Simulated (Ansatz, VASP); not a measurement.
One calculation of Ge3MoRu, two programs

```xyz
5
Lattice="4.7483 0.0000 0.0000 0.0000 4.7483 0.0000 0.0000 0.0000 4.7483" Properties=species:S:1:pos:R:3 pbc="T T T"
Ge    2.3742    0.0000    2.3742
Ge    0.0000    2.3742    2.3742
Ge    2.3742    2.3742    0.0000
Mo    0.0000    0.0000    0.0000
Ru    2.3742    2.3742    2.3742
```

Change from the starting cell: species swapped into the Sc3SnB type (Pm-3m, No. 221).

Alike in both runs: functional PBE; k mesh 8 × 8 × 8; occupations gaussian, width 0.1 eV; collinear spin.

Ansatz relaxed the structure, and its values are those at the end. VASP's run is a single point on that final structure, the one shown.

```csv
,VASP,Ansatz
version,VASP 6.6.1,Ansatz 0.2.0
potentials or method,"VASP PAW PBE potentials, release 64 (Ge_d, Mo_sv, Ru_pv), cutoff 520 eV","scalar-relativistic, plane waves, PAW"
valence electrons in the cell,70,72
```

```csv
,VASP,Ansatz,Ansatz less VASP
gap on the k mesh at the Fermi level (eV),none,none,-
pressure (GPa),0.1,0.0,-0.08
net moment per atom (μB),0.80,0.80,0.000
size of the moment on the site where the two differ most (μB),3.28,3.46,+0.180
```

Site moments also hang on the region over which each program counts them. A gap of «none» marks a metal or a gap that the smearing closes. With one functional, cell and mesh, what is left measures potentials, basis and numerics. VASP's potentials hold 70 valence electrons a cell and Ansatz's 72, so a difference there can come from the potentials and not from the codes.
